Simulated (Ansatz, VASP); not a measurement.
**One calculation of C, two programs**

```
C
1.0
     2.54074    0.00000    0.00000
    -1.27037    2.20035    0.00000
     0.00000    0.00000    4.23140
C
4
Direct
  0.33333 0.66667 0.00005
  0.66667 0.33333 0.50005
  0.33333 0.66667 0.37495
  0.66667 0.33333 0.87495
```

Change from the starting cell: hydrostatic strain +1.5%.

Alike in both runs: task single point; functional r2SCAN; k mesh 12 × 12 × 6; no spin polarisation.

|  | VASP | Ansatz |
| --- | --- | --- |
| version | VASP 6.6.1 | Ansatz 0.2.0 |
| potentials or method | VASP PAW PBE potentials, release 64 (C) | plane waves, PAW |
| plane-wave cutoff (eV) | 520 | 500 |
| occupations | gaussian, width 0.01 eV | fixed |
| valence electrons in the cell | 16 | 16 |

|  | VASP | Ansatz | Ansatz less VASP |
| --- | --- | --- | --- |
| gap on the k mesh at the Fermi level (eV) | 3.73 | 3.77 | +0.031 |
| pressure (GPa) | -17.6 | -18.5 | -0.94 |
| traceless stress, the component that is largest in VASP (GPa) | -0.16 | -0.13 | +0.038 |
| rms of the force components (eV/Å) | 0.005 | 0.000 | -0.0047 |

VASP's potentials were made for PBE, not for r2SCAN. Atom by atom the forces differ by 0.005 eV/Å (rms over components).
